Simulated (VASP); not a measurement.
A run of VASP 6.6.1:

File POSCAR:

```
TiTe2
1.0
    3.8009631972      0.0000000000      0.0000000000
   -1.9004815986      3.2917306876      0.0000000000
    0.0000000000      0.0000000000      6.8993638801
Ti Te
1 2
Direct
    0.0000000000      0.0000000000      0.0000000000
    0.6666666667      0.3333333333      0.2461998594
    0.3333333333      0.6666666667      0.7538001406
```

File INCAR.step1:

```
PREC     = Accurate       # precision mode
ENCUT    = 520            # plane-wave cutoff, eV
ISMEAR   = 0              # smearing method
SIGMA    = 0.1            # smearing width, eV
LREAL    = F              # projectors in reciprocal space
LASPH    = T              # aspherical terms in the spheres
NELM     = 60             # most SCF steps
NBANDS   = 19             # bands
GGA      = PE             # functional
ALGO     = Normal         # electronic algorithm
EDIFF    = 1E-4           # SCF threshold, eV
LWAVE    = T              # write WAVECAR
LCHARG   = F              # write CHGCAR
```

File INCAR.step2:

```
PREC     = Accurate       # precision mode
ENCUT    = 520            # plane-wave cutoff, eV
EDIFF    = 1E-6           # SCF threshold, eV
ISMEAR   = 0              # smearing method
SIGMA    = 0.1            # smearing width, eV
LREAL    = F              # projectors in reciprocal space
LASPH    = T              # aspherical terms in the spheres
NELM     = 60             # most SCF steps
ALGO     = Normal         # electronic algorithm
ISIF     = 2              # what is computed and relaxed
LWAVE    = F              # write WAVECAR
LCHARG   = F              # write CHGCAR
METAGGA  = R2SCAN         # meta-GGA
LMIXTAU  = T            
NBANDS   = 19             # bands
ISTART   = 1
```

The input KPOINTS:

```
Automatic mesh
0
Gamma
  15 15 8
```

Potentials or basis: VASP PAW PBE potentials, release 64 (Ti_sv, Te).

Run with:

```console
$ cat potpaw_PBE.64/Ti_sv/POTCAR potpaw_PBE.64/Te/POTCAR > POTCAR
$ cp INCAR.step1 INCAR
$ mpirun -np 1 vasp_std > vasp.out
$ cp INCAR.step2 INCAR
$ mpirun -np 1 vasp_std > vasp.out
```

Hardware: 1 thread of Intel(R) Xeon(R) Platinum 8488C (Sapphire Rapids), on a shared host.

Q: How long does it take, and how much memory?

A: Wall time 11 min on 1 thread of Intel(R) Xeon(R) Platinum 8488C (Sapphire Rapids) (shared host), peak memory 0.44 GiB. Counts: k points 192.
